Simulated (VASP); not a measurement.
# Li (Im-3m) in VASP: a series of runs, part 2 of 2

VASP 6.6.1. Earlier steps stand in the parts before.

## (3) Relaxation of cell and atoms, r2SCAN

This run uses another cell than the first one, of 21.61 Å³/atom.

POSCAR reads:

```
Li
1.0
   -1.7547000000      1.7547000000      1.7547000000
    1.7547000000     -1.7547000000      1.7547000000
    1.7547000000      1.7547000000     -1.7547000000
Li
1
Direct
    0.0000000000      0.0000000000      0.0000000000
```

INCAR.step1 reads:

```
PREC     = Accurate       # precision mode
ENCUT    = 600            # plane-wave cutoff, eV
ISMEAR   = 0              # smearing method
SIGMA    = 0.02           # smearing width, eV
LREAL    = F              # projectors in reciprocal space
LASPH    = T              # aspherical terms in the spheres
NELM     = 60             # most SCF steps
GGA      = PE             # functional
ALGO     = Normal         # electronic algorithm
EDIFF    = 1E-4           # SCF threshold, eV
LWAVE    = T              # write WAVECAR
LCHARG   = F              # write CHGCAR
```

INCAR.step2 reads:

```
PREC     = Accurate       # precision mode
ENCUT    = 600            # plane-wave cutoff, eV
EDIFF    = 1E-6           # SCF threshold, eV
ISMEAR   = 0              # smearing method
SIGMA    = 0.02           # smearing width, eV
LREAL    = F              # projectors in reciprocal space
LASPH    = T              # aspherical terms in the spheres
NELM     = 60             # most SCF steps
ALGO     = Normal         # electronic algorithm
ISIF     = 3              # what is computed and relaxed
LWAVE    = F              # write WAVECAR
LCHARG   = F              # write CHGCAR
METAGGA  = R2SCAN         # meta-GGA
LMIXTAU  = T            
IBRION   = 2              # ionic algorithm
NSW      = 80             # ionic steps
EDIFFG   = -0.02          # ionic threshold
ISTART   = 1
```

KPOINTS reads:

```
regular mesh
0
Gamma
  7 7 7
```

Potentials or basis: VASP PAW PBE potentials, release 64 (Li_sv).

Command:

```bash
cat potpaw_PBE.64/Li_sv/POTCAR > POTCAR
cp INCAR.step1 INCAR
mpirun -np 1 vasp_std > vasp.out
cp INCAR.step2 INCAR
mpirun -np 1 vasp_std > vasp.out
```

OUTCAR:

```text
PREC = Accurate
   ENCUT = 600
   EDIFF = 1E-6
   ISMEAR = 0
   LREAL = F
   LASPH = T
   NELM = 60
   ISIF = 3
   METAGGA = R2SCAN
   IBRION = 2
   NSW = 80
   EDIFFG = -0.02
   ISTART = 1

 ion  position               nearest neighbor table
   1  0.000  0.000  0.000-

  LATTYP: Found a body centered cubic cell.
 ALAT       =     3.5094000000

  Lattice vectors:

 A1 = (  -1.7547000000,   1.7547000000,   1.7547000000)
 A2 = (   1.7547000000,  -1.7547000000,   1.7547000000)
 A3 = (   1.7547000000,   1.7547000000,  -1.7547000000)

Analysis of symmetry for initial positions (statically):
=====================================================================
 Subroutine PRICEL returns:
 Original cell was already a primitive cell.

 Routine SETGRP: Setting up the symmetry group for a
 body centered cubic supercell.

 Subroutine GETGRP returns: Found 48 space group operations
 (whereof 48 operations were pure point group operations)
 out of a pool of 48 trial point group operations.

The static configuration has the point symmetry O_h .

Analysis of symmetry for dynamics (positions and initial velocities):
[... 138 lines left out ...]
  energy-cutoff  :      600.00
  volume of cell :       21.61
 maximum number of plane-waves:       732
   NGX = 13   NGY = 13   NGZ = 13

--------------------------------------- Ionic step        1  -------------------------------------------

 number of electron       2.9999991 magnetization

 Free energy of the ion-electron system (eV)
  ---------------------------------------------------
  ext. energy  EPLUGINS =         0.00000000
  ---------------------------------------------------
  free energy    TOTEN  =        -2.38320372 eV

  energy without entropy =       -2.38260400  energy(sigma->0) =       -2.38290386

------------------------ aborting loop because EDIFF is reached ----------------------------------------

  FORCE on cell =-STRESS in cart. coord.  units (eV):
  Direction    XX          YY          ZZ          XY          YZ          ZX
  --------------------------------------------------------------------------------------
  -------------------------------------------------------------------------------------
  Total       -0.0565726     -0.0565726     -0.0565726     -0.0000000     -0.0000000     -0.0000000
  in kB       -4.1941934     -4.1941934     -4.1941934     -0.0000000     -0.0000000     -0.0000000
  external PRESSURE =      -4.1941934 kB  Pullay stress =       0.0000000 kB
[... 57 lines left out ...]
--------------------------------------- Ionic step        3  -------------------------------------------

 number of electron       2.9999992 magnetization

 Free energy of the ion-electron system (eV)
  ---------------------------------------------------
  ext. energy  EPLUGINS =         0.00000000
  ---------------------------------------------------
  free energy    TOTEN  =        -2.38399603 eV

  energy without entropy =       -2.38339631  energy(sigma->0) =       -2.38369617

 E-fermi :   0.5045     XC(G=0):  -7.3647

 val. band max:        0.4940202770   @ k =  -0.2857   0.4286   0.1429
 cond. band min:       0.7558735818   @ k =  -0.4286   0.4286   0.1429
 fundamental gap:      0.2618533048
 Fermi energy:         0.5045080005

 k-point     1 :       0.0000    0.0000    0.0000
  band No.  band energies     occupation
      1     -47.5785      2.00000
      2      -3.2715      2.00000
      3      16.5168      0.00000
      4      16.5183      0.00000
      5      16.5183      0.00000
[... 178 lines left out ...]
  FREE ENERGIE OF THE ION-ELECTRON SYSTEM (eV)
  ---------------------------------------------------
  free  energy   TOTEN  =        -2.3839960320 eV

  energy  without entropy=       -2.3833963106  energy(sigma->0) =       -2.38369617

 reached required accuracy - stopping structural energy minimisation
```

It took 17 s on 1 thread of Intel Xeon 6975P-C (Granite Rapids), shared host; peak memory 0.13 GiB.

What came out:

```
Free energy                           : -2.3840 eV
Relaxed volume                        : 20.91 Å³/atom
Relaxed cell                          : a = 3.006 Å, b = 3.006 Å, c = 3.006 Å, α = 109.47°, β = 109.47°, γ = 109.47°
Space group after relaxing (to 0.1 Å) : Im-3m (No. 229)
Energy gained by relaxing             : 0.8 meV/atom
Ionic steps                           : 3
Pressure after relaxing               : -0.1 GPa
Band gap on the k mesh                : zero (an odd number of electrons rules out a gap without spin polarisation)
```

The path:
| step | energy change (eV) | largest force (eV/Å) | pressure (GPa) | volume (Å³) |
| --- | --- | --- | --- | --- |
| 1 | 0.0000 | 0.0000 | -0.42 | 21.61 |
| 2 | -0.0004 | 0.0000 | -0.46 | 21.43 |
| 3 | -0.0008 | 0.0000 | -0.13 | 20.91 |

Final structure:
```
CELL_PARAMETERS angstrom
-1.73554 1.73554 1.73554
1.73554 -1.73554 1.73554
1.73554 1.73554 -1.73554
ATOMIC_POSITIONS crystal
Li 0.00000 0.00000 0.00000
```

Levels at points of the mesh, in eV from the Fermi level:
| k point | band 1 | band 2 | band 3 | band 4 | band 5 |
| --- | --- | --- | --- | --- | --- |
| (0.00, 0.00, 0.00) | -48.08 | -3.78 | 16.01 | 16.01 | 16.01 |

Caveat: the k points lie up to 0.37 Å⁻¹ apart in the final cell, too coarse for converged energies and pressures of a metal; the cutoff is under 1.25 times the usual one of these potentials, so pressure, stress and relaxed cells hold a basis-set (Pulay) error; the PAW data sets were made with another functional, which shifts forces and pressure a little.
